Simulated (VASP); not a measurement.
# N (P6_3/mmc) in VASP: notebook

N is run at these levels: PBE+D3(BJ); tasks: relaxation of shape and atoms at fixed volume.

Program: VASP 6.6.1. These are calculated values, not measurements. Logs are shortened: lines on timing, memory, paths and dates and some standing lists are left out, and cuts for length are marked.

## Step 1: The cell of the first run

The structure is hexagonal, space group P6_3/mmc (No. 194). The conventional cell has a = 3.878 Å, b = 3.878 Å, c = 7.641 Å, α = 90.00°, β = 90.00°, γ = 120.00°. Within 1.5 Å of N (site symmetry 3m) lie 1 N at 1.11 Å.

## Step 2: Relaxation of shape and atoms at fixed volume, PBE+D3(BJ) (24.88 Å³/atom)

Contents of INCAR:

```
SYSTEM = N
ALGO = Normal ; EDIFF = 1E-6
EDIFFG = -0.01 ; ENCUT = 600
GGA = PE ; IBRION = 2
ISIF = 4 ; ISMEAR = 0
IVDW = 12 ; LASPH = .TRUE.
LCHARG = .FALSE. ; LREAL = .FALSE.
LWAVE = .FALSE. ; NELM = 60
NSW = 50 ; PREC = Accurate
SIGMA = 0.02
```

Contents of KPOINTS:

```
k-points
0
G
  9 9 4
  0 0 0
```

Contents of POSCAR:

```
N
1.0
    3.8784148593      0.0000000000      0.0000000000
   -1.9392074296      3.3588057946      0.0000000000
    0.0000000000      0.0000000000      7.6405131024
N
4
Direct
    0.3333333333      0.6666666667      0.3228202378
    0.3333333333      0.6666666667      0.1771797622
    0.6666666667      0.3333333333      0.8228202378
    0.6666666667      0.3333333333      0.6771797622
```

Potentials or basis: VASP PAW PBE potentials, release 64 (N).

Command:

```bash
> cat potpaw_PBE.64/N/POTCAR > POTCAR
> mpirun -np 1 vasp_std > vasp.out
```

OUTCAR:

```text
SYSTEM = N
   EDIFF = 1E-6
   EDIFFG = -0.01
   ENCUT = 600
   GGA = PE
   IBRION = 2
   ISIF = 4
   ISMEAR = 0
   IVDW = 12
   LASPH = .TRUE.
   LREAL = .FALSE.
   NELM = 60
   NSW = 50
   PREC = Accurate
 IVDW          = 12

 ion  position               nearest neighbor table
   1  0.333  0.667  0.323-   2 1.11
   2  0.333  0.667  0.177-   1 1.11
   3  0.667  0.333  0.823-   4 1.11
   4  0.667  0.333  0.677-   3 1.11

  LATTYP: Found a hexagonal cell.
 ALAT       =     3.8784148593
 C/A-ratio  =     1.9700092382

  Lattice vectors:

 A1 = (   3.8784148593,   0.0000000000,   0.0000000000)
 A2 = (  -1.9392074296,   3.3588057946,   0.0000000000)
 A3 = (   0.0000000000,   0.0000000000,   7.6405131024)

Analysis of symmetry for initial positions (statically):
=====================================================================
 Subroutine PRICEL returns:
 Original cell was already a primitive cell.

 Routine SETGRP: Setting up the symmetry group for a
 hexagonal supercell.

 Subroutine GETGRP returns: Found 24 space group operations
 (whereof 12 operations were pure point group operations)
 out of a pool of 24 trial point group operations.

The static configuration has the point symmetry D_3d.
 The point group associated with its full space group is D_6h.

Analysis of symmetry for dynamics (positions and initial velocities):
=====================================================================
 Subroutine PRICEL returns:
 Original cell was already a primitive cell.

 Routine SETGRP: Setting up the symmetry group for a
 hexagonal supercell.

 Subroutine GETGRP returns: Found 24 space group operations
 (whereof 12 operations were pure point group operations)
 out of a pool of 24 trial point group operations.

The dynamic configuration has the point symmetry D_3d.
 The point group associated with its full space group is D_6h.

 Subroutine INISYM returns: Found 24 space group operations
 (whereof 12 operations are pure point group operations),
 and found     1 'primitive' translations

----------------------------------------------------------------------------------------

                                     Primitive cell

  volume of cell :      99.5318

  direct lattice vectors                    reciprocal lattice vectors
     3.878414859  0.000000000  0.000000000     0.257837296  0.148862432  0.000000000
    -1.939207430  3.358805795  0.000000000     0.000000000  0.297724864  0.000000000
     0.000000000  0.000000000  7.640513102     0.000000000  0.000000000  0.130881262

  length of vectors
     3.878414859  3.878414859  7.640513102     0.297724864  0.297724864  0.130881262

  position of ions in fractional coordinates (direct lattice)
     0.333333333  0.666666667  0.322820238
     0.333333333  0.666666667  0.177179762
     0.666666667  0.333333333  0.822820238
     0.666666667  0.333333333  0.677179762

  ion indices of the primitive-cell ions
   primitive index   ion index
                 1           1
                 2           2
                 3           3
                 4           4

----------------------------------------------------------------------------------------

 KPOINTS: k-points

Automatic generation of k-mesh.
 Grid dimensions read from file:
 generate k-points for:    9    9    4

 Generating k-lattice:

  Cartesian coordinates                     Fractional coordinates (reciprocal lattice)
     0.028648588  0.016540270  0.000000000     0.111111111  0.000000000  0.000000000
     0.000000000  0.033080540  0.000000000     0.000000000  0.111111111  0.000000000
     0.000000000  0.000000000  0.032720316     0.000000000  0.000000000  0.250000000

  Length of vectors
     0.033080540  0.033080540  0.032720316

  Shift w.r.t. Gamma in fractional coordinates (k-lattice)
     0.000000000  0.000000000  0.000000000

 Subroutine IBZKPT returns following result:
 ===========================================

 Found     36 irreducible k-points:

 Following reciprocal coordinates:
            Coordinates               Weight
  0.000000  0.000000  0.000000      1.000000
  0.111111 -0.000000  0.000000      6.000000
  0.222222 -0.000000  0.000000      6.000000
  0.333333  0.000000  0.000000      6.000000
  0.444444 -0.000000  0.000000      6.000000
  0.111111  0.111111  0.000000      6.000000
[... 16 lines left out ...]
  0.333333  0.222222  0.250000     24.000000
  0.333333  0.333333  0.250000      4.000000
 [... further k-points ...]
   k-points           NKPTS =     36   k-points in BZ     NKDIM =     36   number of bands    NBANDS=     14
   number of dos      NEDOS =    301   number of ions     NIONS =      4
   total plane-waves  NPLWV =  65536
   dimension x,y,z NGX =    32 NGY =   32 NGZ =   64
   dimension x,y,z NGXF=    64 NGYF=   64 NGZF=  128
   ions per type =               4
   NGX,Y,Z   is equivalent  to a cutoff of  13.72, 13.72, 13.93 a.u.
   NGXF,Y,Z  is equivalent  to a cutoff of  27.43, 27.43, 27.85 a.u.
 SYSTEM =  N
   PREC   = accura    normal or accurate (medium, high low for compatibility)
   ISTART =      0    job   : 0-new  1-cont  2-samecut
   ICHARG =      2    charge: 1-file 2-atom 10-const
   ISPIN  =      1    spin polarized calculation?
   LNONCOLLINEAR =      F non collinear calculations
   LSORBIT =      F    spin-orbit coupling
   LASPH  =      T    aspherical Exc in radial PAW
   ENCUT  =  600.0 eV  44.10 Ry    6.64 a.u.   7.75  7.75 15.26*2*pi/ulx,y,z
   NELM   =     60;   NELMIN=  2; NELMDL= -5     # of ELM steps
   EDIFF  = 0.1E-05   stopping-criterion for ELM
   LREAL  =      F    real-space projection
   EDIFFG = -.1E-01   stopping-criterion for IOM
   NSW    =     50    number of steps for IOM
   IBRION =      2    ionic relax: 0-MD 1-quasi-New 2-CG
   NFREE  =      1    steps in history (QN), initial steepest desc. (CG)
   ISIF   =      4    stress and relaxation
   ISYM   =      2    0-nonsym 1-usesym 2-fastsym
   POTIM  = 0.5000    time-step for ionic-motion
   TEBEG  =    0.0;   TEEND  =   0.0 temperature during run
   PSTRESS=    0.0 pullay stress
   NELECT =      20.0000    total number of electrons
   NUPDOWN=      -1.0000    fix difference up-down
   EMIN   =  10.00;   EMAX   =-10.00  energy-range for DOS
   EFERMI =   0.00;   METHOD = LEGACY
   ISMEAR =     0;   SIGMA  =   0.02  broadening in eV -4-tet -1-fermi 0-gaus
   EFERMI_NEDOS =   21; number of points for ismear=-14 and -15
   IALGO  =     38    algorithm
   IMIX   =      4    mixing-type and parameters
     AMIX     =   0.40;   BMIX     =  1.00
     AMIX_MAG =   1.60;   BMIX_MAG =  1.00
  volume/ion in A,a.u.               =      24.88       167.92
  Fermi-wavevector in a.u.,A,eV,Ry     =   0.958880  1.812020 12.509889  0.919451
  Thomas-Fermi vector in A             =   2.088027
   LORBIT       =      0    0 simple, 1 ext, 2 COOP (PROOUT), +10 PAW based schemes
   GGA     = PE    functional components
   LHFCALC =     F    Hartree Fock is set to
   AEXX    =    0.0000 exact exchange contribution
   IVDW    =    12    specifies the selected vdW correction
   LEPSILON=     F    determine dielectric tensor
   LRPA    =     F    only Hartree local field effects (RPA)
 conjugate gradient relaxation of ions
 non-spin polarized calculation
 Gauss-broadening in eV      SIGMA  =   0.02
  energy-cutoff  :      600.00
  volume of cell :       99.53
 maximum number of plane-waves:      3361
 NGX is ok and might be reduce to    32
   NGX = 15   NGY = 15   NGZ = 31

--------------------------------------- Ionic step        1  -------------------------------------------

 number of electron      20.0000002 magnetization

 Free energy of the ion-electron system (eV)
  ---------------------------------------------------
  ext. energy  EPLUGINS =         0.00000000
  ---------------------------------------------------
  free energy    TOTEN  =       -33.33081570 eV

  energy without entropy =      -33.33081570  energy(sigma->0) =      -33.33081570

------------------------ aborting loop because EDIFF is reached ----------------------------------------

 Edisp (eV)   -0.18966

 E8    (eV) :    -0.0439

  FORCE on cell =-STRESS in cart. coord.  units (eV):
  Direction    XX          YY          ZZ          XY          YZ          ZX
  --------------------------------------------------------------------------------------
  -------------------------------------------------------------------------------------
  Total      -0.16634    -0.16634    -0.23428    -0.00000    -0.00000    -0.00000
  in kB      -2.67759    -2.67759    -3.77120    -0.00000    -0.00000    -0.00000
  external pressure =       -3.04 kB  Pullay stress =        0.00 kB
[... 103 lines left out ...]
  FREE ENERGIE OF THE ION-ELECTRON SYSTEM (eV)
  ---------------------------------------------------
  free  energy   TOTEN  =       -33.5206464575 eV

  energy  without entropy=      -33.5206464575  energy(sigma->0) =      -33.52064646

[... ionic steps 4 to 17 ...]

--------------------------------------- Ionic step       18  -------------------------------------------

 number of electron      19.9999999 magnetization

------------------------ aborting loop because EDIFF is reached ----------------------------------------

 Edisp (eV)   -0.18892

 E8    (eV) :    -0.0436
[... 73 lines left out ...]
  energy  without entropy=      -33.5223534385  energy(sigma->0) =      -33.52235344

--------------------------------------- Ionic step       20  -------------------------------------------

 number of electron      20.0000000 magnetization

 Free energy of the ion-electron system (eV)
  ---------------------------------------------------
  ext. energy  EPLUGINS =         0.00000000
  ---------------------------------------------------
  free energy    TOTEN  =       -33.33346263 eV

  energy without entropy =      -33.33346263  energy(sigma->0) =      -33.33346263

 E-fermi :  -6.5013     XC(G=0):  -6.0963

 val. band max:       -6.6124995337   @ k =   0.0000   0.0000   0.0000
 cond. band min:       0.3767517433   @ k =   0.3333   0.3333   0.0000
 fundamental gap:      6.9892512770
 Fermi energy:        -6.5012829790

 k-point     1 :       0.0000    0.0000    0.0000
  band No.  band energies     occupation
      1     -25.0463      2.00000
      2     -25.0245      2.00000
      3     -10.8065      2.00000
      4     -10.0864      2.00000
      5      -8.2244      2.00000
      6      -8.2244      2.00000
      7      -8.1500      2.00000
      8      -8.1500      2.00000
      9      -7.7037      2.00000
     10      -6.6125      2.00000
     11       1.2121      0.00000
     12       1.2121      0.00000
     13       1.5816      0.00000
     14       1.5816      0.00000
[... 375 lines left out ...]
 k-point    24 :       0.3333    0.3333    0.2500
  band No.  band energies     occupation
      1     -25.0077      2.00000
      2     -25.0077      2.00000
      3     -10.3475      2.00000
      4     -10.3475      2.00000
      5      -8.5311      2.00000
      6      -8.4676      2.00000
      7      -8.4676      2.00000
      8      -8.4000      2.00000
      9      -6.9349      2.00000
     10      -6.9349      2.00000
     11       0.5166      0.00000
     12       0.9676      0.00000
     13       0.9676      0.00000
     14       1.2942      0.00000

 [... further k-points ...]

------------------------ aborting loop because EDIFF is reached ----------------------------------------

 Edisp (eV)   -0.18889

 E8    (eV) :    -0.0435

  FORCE on cell =-STRESS in cart. coord.  units (eV):
  Direction    XX          YY          ZZ          XY          YZ          ZX
  --------------------------------------------------------------------------------------
  -------------------------------------------------------------------------------------
  Total      -0.16319    -0.16319    -0.14098    -0.00000    -0.00000     0.00000
  in kB      -2.62688    -2.62688    -2.26944    -0.00000    -0.00000     0.00000
  external pressure =       -2.51 kB  Pullay stress =        0.00 kB
[... 19 lines left out ...]
  FREE ENERGIE OF THE ION-ELECTRON SYSTEM (eV)
  ---------------------------------------------------
  free  energy   TOTEN  =       -33.5223540387 eV

  energy  without entropy=      -33.5223540387  energy(sigma->0) =      -33.52235404

 reached required accuracy - stopping structural energy minimisation
```

It took 11 min on 1 thread of Intel Xeon 8259CL, shared host; peak memory 0.26 GiB.

What came out:

* Free energy: -33.5224 eV
* Energy gained by relaxing: 0.5 meV/atom
* Ionic steps: 20
* Pressure after relaxing: -0.3 GPa
* Largest force after relaxing: 0.009 eV/Å
* Band gap on the k mesh: 6.99 eV (least direct gap 7.18 eV)
* Dispersion energy per atom: -0.047 eV

Forces in eV/Å, atoms in the order of the input:
```
N    0.000  0.000  0.009
N    0.000  0.000 -0.009
N    0.000  0.000  0.009
N    0.000  0.000 -0.009
```

The path:
```tsv
step	energy change (eV)	largest force (eV/Å)	pressure (GPa)	volume (Å³)
1	0.0000	0.0072	-0.30	99.53
2	0.0000	0.0056	-0.32	99.53
3	-0.0002	0.0447	-0.36	99.53
4	-0.0003	0.1213	-0.45	99.53
5	-0.0004	0.2681	-0.62	99.53
6	-0.0004	0.2100	-0.55	99.53
7	-0.0004	0.2095	-0.55	99.53
8	-0.0004	0.2097	-0.55	99.53
9	-0.0004	0.2099	-0.55	99.53
10	-0.0004	0.2101	-0.54	99.53
11	-0.0005	0.2062	-0.55	99.53
12	-0.0005	0.2026	-0.55	99.53
13	-0.0006	0.1969	-0.54	99.53
14	-0.0007	0.1840	-0.52	99.53
15	-0.0010	0.1579	-0.48	99.53
16	-0.0015	0.0975	-0.40	99.53
17	-0.0019	0.0491	-0.20	99.53
18	-0.0019	0.0556	-0.20	99.53
19	-0.0019	0.0188	-0.24	99.53
20	-0.0019	0.0090	-0.25	99.53
```

Final structure:
```cif
data_structure
_symmetry_space_group_name_H-M 'P 1'
_symmetry_Int_Tables_number 1
_cell_length_a 3.9669
_cell_length_b 3.9669
_cell_length_c 7.3033
_cell_angle_alpha 90.000
_cell_angle_beta 90.000
_cell_angle_gamma 120.000
_cell_volume 99.53
loop_
_atom_site_label
_atom_site_type_symbol
_atom_site_fract_x
_atom_site_fract_y
_atom_site_fract_z
_atom_site_occupancy
N1 N 0.33333 0.66667 0.32617 1
N2 N 0.33333 0.66667 0.17383 1
N3 N 0.66667 0.33333 0.82617 1
N4 N 0.66667 0.33333 0.67383 1
```

Levels at points of the mesh, in eV from the valence-band top:
```tsv
k point	band 6	band 7	band 8	band 9	band 10	band 11	band 12	band 13	band 14
(0.00, 0.00, 0.00)	-1.61	-1.54	-1.54	-1.09	0.00	7.82	7.82	8.19	8.19
(0.00, 0.00, 0.50)	-1.58	-1.58	-1.58	-0.50	-0.50	8.00	8.00	8.00	8.00
```

Caveat: the standard files for N, O and F lose accuracy on very short bonds. A k mesh can miss the band edges.

(Part 1 of 2 ends here.)
